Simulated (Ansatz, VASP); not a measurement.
## Two plane-wave programs on Mn

File INCAR:

```
SYSTEM = Mn
PREC = Accurate
ENCUT = 520
EDIFF = 1E-7
ISMEAR = -1
SIGMA = 0.1
LREAL = .FALSE.
LASPH = .TRUE.
NELM = 60
ALGO = Normal
ISIF = 2
LWAVE = .FALSE.
LCHARG = .FALSE.
GGA = RE
NBANDS = 12
```

File KPOINTS:

```
regular mesh
0
G
  15 15 15
  0 0 0
```

File POSCAR:

```
Mn
1.0
    2.3276010659      0.0000000000      0.0000000000
    0.0000000000      2.3276010659      0.0000000000
    0.0000000000      0.0000000000      2.3276010659
Mn
1
Direct
    0.0000000000      0.0000000000      0.0000000000
```

Input for Ansatz:

```yaml
crystal:
  lattice:
    - [2.3276010659, 0.0, 0.0]
    - [0.0, 2.3276010659, 0.0]
    - [0.0, 0.0, 2.3276010659]
  atoms:
    - { symbol: Mn, position: [0.0, 0.0, 0.0] }
hamiltonian:
  xc: revpbe
  pseudopotentials:
    kind: paw
    azcp:
      Mn: "pseudopotentials/Mn.paw.azcp"
basis:
  ecutwfc: 420
  fft_grid_basis: typed
kpoints:
  mp_grid: { grid: [15, 15, 15], shift: [0, 0, 0] }
magnetization:
  spin_polarized: false
scf:
  occupations: { method: fermi_dirac, width: 0.1 }
  lower_state_search: "off"
output:
  stress: true
  write_density: true
  write_potential: true
  elf: true
  volumetric_format: npy
```

Alike in both runs: task single point; functional revPBE; k mesh 15 × 15 × 15; occupations fermi-dirac, width 0.1 eV; no spin polarisation.

|  | VASP | Ansatz |
| --- | --- | --- |
| version | VASP 6.6.1 | Ansatz 0.2.0 |
| potentials or method | VASP PAW PBE potentials, release 64 (Mn_pv), cutoff 520 eV | plane waves (420 eV) with PAW, scalar-relativistic |
| valence electrons in the cell | 13 | 15 |

Ansatz gave:

* pressure (GPa): -7.2

Question: What did VASP give for the same quantities?

Answer: Pressure (GPa): -7.1.

VASP's potentials were made for PBE, not for revPBE. VASP's potentials hold 13 valence electrons a cell and Ansatz's 15, so a difference there can come from the potentials and not from the codes.
